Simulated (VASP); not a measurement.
# Ge (Fddd) in VASP: notebook, part 2 of 2

VASP 6.6.1. Earlier steps stand in the parts before.

## (4) Single point, PBEsol (strain +0.0750 x Voigt [1, -1, 0, 0, 0, 0])

INCAR

```
SYSTEM = Ge
  PREC = Accurate
  ENCUT = 520
  EDIFF = 1E-7
  ISMEAR = 0
  SIGMA = 0.15
  LREAL = .False.
  LASPH = .True.
  NELM = 60
  ALGO = Normal
  ISIF = 2
  LWAVE = .False.
  LCHARG = .False.
  GGA = PS
  NBANDS = 21
```

KPOINTS

```
Automatic mesh
0
Gamma
  14 14 14
  0 0 0
```

POSCAR

```
Ge
1.0
    0.0000000000      2.6166122500      2.8287700000
    3.0409277500      0.0000000000      2.8287700000
    3.0409277500      2.6166122500      0.0000000000
Ge
2
Direct
    0.5000000000      0.5000000000      0.5000000000
    0.7500000000      0.7500000000      0.7500000000
```

Command:

```bash
cat potpaw_PBE.64/Ge_d/POTCAR > POTCAR
mpirun -np 1 vasp_std > vasp.out
```

Wall time 6.6 min (1 thread of Intel Xeon 6975P-C, shared host); peak memory 0.42 GiB.

It converged, with:

```
Free energy            : -9.7644 eV
Pressure               : 0.9 GPa
Band gap on the k mesh : zero (band 14 reaches 5.15 eV, above the bottom of band 15 at 4.74 eV)
```

Stress tensor (GPa, compression positive):
```
-4.69  0.00  0.00
 0.00  5.11  0.00
 0.00  0.00  2.19
```

Levels at points of the mesh, in eV from the Fermi level:
| k point | band 10 | band 11 | band 12 | band 13 | band 14 | band 15 | band 16 | band 17 | band 18 | band 19 |
| --- | --- | --- | --- | --- | --- | --- | --- | --- | --- | --- |
| (0.00, 0.00, 0.00) | -24.51 | -12.83 | -0.64 | -0.13 | 0.07 | 0.53 | 2.24 | 2.63 | 2.96 | 6.27 |
| (0.50, 0.00, 0.00) | -24.49 | -10.70 | -7.65 | -1.99 | -0.84 | -0.16 | 3.45 | 4.30 | 7.15 | 9.79 |
| (0.50, 0.50, 0.00) | -24.49 | -8.91 | -8.91 | -3.04 | -3.04 | 0.68 | 0.68 | 8.50 | 8.50 | 10.30 |
| (0.50, 0.00, 0.50) | -24.52 | -8.55 | -8.55 | -3.60 | -3.60 | 0.10 | 0.10 | 9.21 | 9.21 | 11.15 |
| (0.00, 0.50, 0.50) | -24.47 | -9.28 | -9.28 | -2.53 | -2.53 | 1.29 | 1.29 | 9.11 | 9.11 | 10.84 |

Caveat: the cell differs from its parent crystal (strain +0.0750 x Voigt [1, -1, 0, 0, 0, 0]); the PAW data sets were made with another functional, which shifts forces and pressure a little.

## (5) Single point, PBEsol (strain +0.0625 x Voigt [1, -1, 0, 0, 0, 0])

INCAR

```
  ALGO = Normal
  EDIFF = 1E-6
  ENCUT = 520
  GGA = PS
  ISIF = 2
  ISMEAR = 0
  LASPH = T
  LCHARG = T
  LELF = T
  LREAL = F
  LVHAR = T
  LWAVE = F
  NBANDS = 21
  NELM = 80
  PREC = Accurate
  SIGMA = 0.15
```

KPOINTS

```
k-points
0
Gamma
  14 14 14
```

POSCAR

```
Ge
1.0
    0.0000000000      2.6519718750      2.8287700000
    3.0055681250      0.0000000000      2.8287700000
    3.0055681250      2.6519718750      0.0000000000
Ge
2
Direct
    0.5000000000      0.5000000000      0.5000000000
    0.7500000000      0.7500000000      0.7500000000
```

Potentials or basis: VASP PAW PBE potentials, release 64 (Ge_d).

Command:

```bash
cat potpaw_PBE.64/Ge_d/POTCAR > POTCAR
mpirun -np 1 vasp_std > vasp.out
```

OUTCAR:

```text
EDIFF = 1E-6
   ENCUT = 520
   GGA = PS
   ISIF = 2
   ISMEAR = 0
   LASPH = T
   LREAL = F
   NELM = 80
   PREC = Accurate

 ion  position               nearest neighbor table
   1  0.500  0.500  0.500-   2 2.45   2 2.45   2 2.45   2 2.45
   2  0.750  0.750  0.750-   1 2.45   1 2.45   1 2.45   1 2.45

  LATTYP: Found a face centered orthorhombic cell.
 ALAT       =     5.3039437500
 B/A-ratio  =     1.0666666667
 C/A-ratio  =     1.1333333333

  Lattice vectors:

 A1 = (  -3.0055681250,   0.0000000000,  -2.8287700000)
 A2 = (  -3.0055681250,   2.6519718750,   0.0000000000)
 A3 = (   0.0000000000,   2.6519718750,  -2.8287700000)

Analysis of symmetry for initial positions (statically):
=====================================================================
 Subroutine PRICEL returns:
 Original cell was already a primitive cell.

 Routine SETGRP: Setting up the symmetry group for a
 face centered orthorhombic supercell.

 Subroutine GETGRP returns: Found  8 space group operations
 (whereof  4 operations were pure point group operations)
 out of a pool of  8 trial point group operations.
[... 162 lines left out ...]
  free energy    TOTEN  =        -9.79674709 eV

  energy without entropy =       -9.79506460  energy(sigma->0) =       -9.79590584

 E-fermi :   4.9431     XC(G=0): -10.1626

 val. band max:        4.9247373415   @ k =   0.0714   0.0714   0.0000
 cond. band min:       4.9622007135   @ k =   0.0000   0.0000   0.0000
 fundamental gap:      0.0374633720
 Fermi energy:         4.9430971314

 k-point     1 :       0.0000    0.0000    0.0000
  band No.  band energies     occupation
      1     -19.8823      2.00000
      2     -19.8640      2.00000
      3     -19.8517      2.00000
      4     -19.8347      2.00000
      5     -19.8241      2.00000
      6     -19.6469      2.00000
[... 565 lines left out ...]
     20      13.9260      0.00000
     21      14.7099      0.00000

 [... further k-points ...]

------------------------ aborting loop because EDIFF is reached ----------------------------------------

  FORCE on cell =-STRESS in cart. coord.  units (eV):
  Direction    XX          YY          ZZ          XY          YZ          ZX
  --------------------------------------------------------------------------------------
  -------------------------------------------------------------------------------------
  Total       -1.1717369      1.1914841      0.3983054      0.0000000      0.0000000      0.0000000
  in kB      -41.6310686     42.3326738     14.1515392      0.0000000      0.0000000      0.0000000
  external PRESSURE =       4.9510482 kB  Pullay stress =       0.0000000 kB

 VOLUME and BASIS-vectors are now :
 -----------------------------------------------------------------------------
  energy-cutoff  :      520.00
  volume of cell :       45.09
      direct lattice vectors                 reciprocal lattice vectors
     0.000000000  2.651971875  2.828770000    -0.166357899  0.188538953  0.176755268
     3.005568125  0.000000000  2.828770000     0.166357899 -0.188538953  0.176755268
     3.005568125  2.651971875  0.000000000     0.166357899  0.188538953 -0.176755268

 POSITION                                       TOTAL-FORCE (eV/Angst)
 -----------------------------------------------------------------------------------
      3.00557      2.65197      2.82877         0.000000      0.000000      0.000000
      4.50835      3.97796      4.24315        -0.000000     -0.000000      0.000000
 -----------------------------------------------------------------------------------
    total drift:                                0.000000     -0.000000     -0.000000

  FREE ENERGIE OF THE ION-ELECTRON SYSTEM (eV)
  ---------------------------------------------------
  free  energy   TOTEN  =        -9.7967470867 eV

  energy  without entropy=       -9.7950645994  energy(sigma->0) =       -9.79590584
```

Wall time 5.6 min (1 thread of Intel Xeon 6975P-C, shared host); peak memory 0.42 GiB.

Results:

- Free energy: -9.7967 eV
- Pressure: 0.5 GPa
- Band gap on the k mesh: zero (band 14 reaches 5.07 eV, above the bottom of band 15 at 4.83 eV)

Caveat: the cell differs from its parent crystal (strain +0.0625 x Voigt [1, -1, 0, 0, 0, 0]); the PAW data sets were made with another functional, which shifts forces and pressure a little.

## (6) The runs side by side

| cell | gap on the mesh (eV) | pressure (GPa) |
| --- | --- | --- |
| a = 4.205, b = 3.806, c = 4.020 Å, angles 64.9, 55.1, 60.0°, 2 atoms | none | 0.7 |
| a = 3.829, b = 4.179, c = 4.016 Å, angles 55.7, 64.3, 60.0°, 2 atoms | none | 0.6 |
| a = 3.853, b = 4.153, c = 4.012 Å, angles 56.3, 63.7, 60.0°, 2 atoms | none | 0.9 |
| a = 3.877, b = 4.127, c = 4.008 Å, angles 56.9, 63.1, 60.0°, 2 atoms | none | 0.5 |

Alike in all rows: task single point; level PBEsol; potentials or basis VASP PAW PBE potentials, release 64 (Ge_d); no spin polarisation; k mesh 14 × 14 × 14; cutoff (eV) 520; smearing gaussian 0.15 eV.

Caveats: the PAW data sets were made with another functional, which shifts forces and pressure a little.

Absolute energies hang on the potentials; compare differences alone.
